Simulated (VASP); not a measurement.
A run of VASP 6.6.1:

POSCAR

```
ZrB2
1.0
    3.1933962670      0.0000000000      0.0000000000
   -1.5966981335      2.7655622915      0.0000000000
    0.0000000000      0.0000000000      3.4576883307
Zr B
1 2
Direct
    0.0000000000      0.0000000000      0.0000000000
    0.3333333333      0.6666666667      0.5000000000
    0.6666666667      0.3333333333      0.5000000000
```

INCAR.step1

```
PREC = Accurate
ENCUT = 520
ISMEAR = 0
SIGMA = 0.05
LREAL = False
LASPH = True
NELM = 80
NBANDS = 16
GGA = PE
ALGO = Normal
EDIFF = 1E-4
LWAVE = True
LCHARG = False
```

File INCAR.step2:

```
PREC = Accurate
ENCUT = 520
EDIFF = 1E-7
ISMEAR = 0
SIGMA = 0.05
LREAL = False
LASPH = True
NELM = 80
ALGO = Normal
ISIF = 2
LWAVE = False
LCHARG = False
METAGGA = R2SCAN
LMIXTAU = True
NBANDS = 16
ISTART = 1
```

The input KPOINTS:

```
regular mesh
0
Gamma
  12 12 10
```

Potentials or basis: VASP PAW PBE potentials, release 64 (Zr_sv, B).

Run with:

```bash
$ cat potpaw_PBE.64/Zr_sv/POTCAR potpaw_PBE.64/B/POTCAR > POTCAR
$ cp INCAR.step1 INCAR
$ mpirun -np 1 vasp_std > vasp.out
$ cp INCAR.step2 INCAR
$ mpirun -np 1 vasp_std > vasp.out
```

Hardware: 1 thread of Intel(R) Xeon(R) Platinum 8124M CPU @ 3.00GHz (Skylake/Cascade Lake) (shared host).

Problem. How long does it take, and how much memory?

Solution. Wall time 110 s on 1 thread of Intel(R) Xeon(R) Platinum 8124M CPU @ 3.00GHz (Skylake/Cascade Lake) (shared host), peak memory 0.19 GiB. Counts: k points 114.
